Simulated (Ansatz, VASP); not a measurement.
**One calculation of CdO, two programs**

```
Cd O
1.0
     0.00000    2.36245    2.36245
     2.36245    0.00000    2.36245
     2.36245    2.36245    0.00000
Cd O
1 1
Direct
  0.00000 0.00000 0.00000
  0.50000 0.50000 0.50000
```

Alike in both runs: task single point; functional PBE; dispersion D4; k mesh 8 × 8 × 8; occupations gaussian, width 0.05 eV; no spin polarisation.

|  | VASP | Ansatz |
| --- | --- | --- |
| version | VASP 6.6.1 | Ansatz 0.2.0 |
| potentials or method | VASP PAW PBE potentials, release 64 (Cd_sv_GW, O), cutoff 700 eV | scalar-relativistic, plane waves, PAW |
| valence electrons in the cell | 26 | 26 |

|  | VASP | Ansatz | Ansatz less VASP |
| --- | --- | --- | --- |
| gap on the k mesh at the Fermi level (eV) | none | none | - |
| pressure (GPa) | 0.0 | 0.2 | +0.20 |

A gap of «none» marks a metal or a gap that the smearing closes.
